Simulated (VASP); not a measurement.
Set up this calculation in VASP 6.6.1, as the native input.

* Task: single point
* Functional: PBE
* Potentials or basis: VASP PAW PBE potentials, release 64 (Fe, Br)
* Cutoff: 520 eV
* k mesh: 3 × 3 × 3
* Occupations: gaussian, width 0.15 eV
* Spin: collinear spin, ferromagnetic start
* Starting moments: [4.0, 0.0, 0.0, 0.0, 0.0] μB
* Dipole correction: no
* Further INCAR settings: ALGO = Normal; EDIFF = 1e-06; NBANDS = 30

The structure of FeBr4 lies in POSCAR:

```
FeBr4
1.0
    0.0000000000      5.1824389887      5.1824389887
    5.1824389887      0.0000000000      5.1824389887
    5.1824389887      5.1824389887      0.0000000000
Fe Br
1 4
Direct
    0.7500000000      0.7500000000      0.7500000000
    0.8771161585      0.8771161585      0.8771161585
    0.8771161585      0.8771161585      0.3686515244
    0.8771161585      0.3686515244      0.8771161585
    0.3686515244      0.8771161585      0.8771161585
```

The cell was generated, and may not be a known phase.

These files were run (other wordings do the same):

INCAR

```
PREC     = Accurate       # precision mode
ENCUT    = 520            # plane-wave cutoff, eV
EDIFF    = 1E-6           # SCF threshold, eV
ISMEAR   = 0              # smearing method
SIGMA    = 0.15           # smearing width, eV
LREAL    = F              # projectors in reciprocal space
LASPH    = T              # aspherical terms in the spheres
NELM     = 150            # most SCF steps
ALGO     = Normal         # electronic algorithm
ISIF     = 2              # what is computed and relaxed
LWAVE    = F              # write WAVECAR
LCHARG   = T              # write CHGCAR
ISPIN    = 2              # spin polarisation
MAGMOM   = 4 0 0 0 0      # initial moments
LORBIT   = 11             # projections on sites
LMAXMIX  = 4              # l up to which the mixer works
GGA      = PE             # functional
LELF     = T              # ELF
LVHAR    = T            
NBANDS   = 30             # bands
```

KPOINTS

```
regular mesh
0
Gamma
  3 3 3
```

Potentials or basis: VASP PAW PBE potentials, release 64 (Fe, Br).

The run is started by

```bash
$ cat potpaw_PBE.64/Fe/POTCAR potpaw_PBE.64/Br/POTCAR > POTCAR
$ mpirun -np 1 vasp_std > vasp.out
```

It gave:

```
Pressure                                              : 0.1 GPa
Largest force                                         : 0.040 eV/Å
Band gap on the k mesh                                : zero (filled and empty bands overlap)
Net moment                                            : 4.00 μB per cell
Site moments                                          : Fe +3.13; Br +0.12 μB
Valence electrons inside the program's atomic spheres : Fe 6.96; Br 4.82
```

Caveat: semilocal functionals often make such compounds metallic where correlation or magnetic order opens a gap, which also shifts bond lengths.

Wall time 99 s on 1 thread of Intel(R) Xeon(R) Platinum 8488C (Sapphire Rapids), on a shared host, peak memory 0.54 GiB.
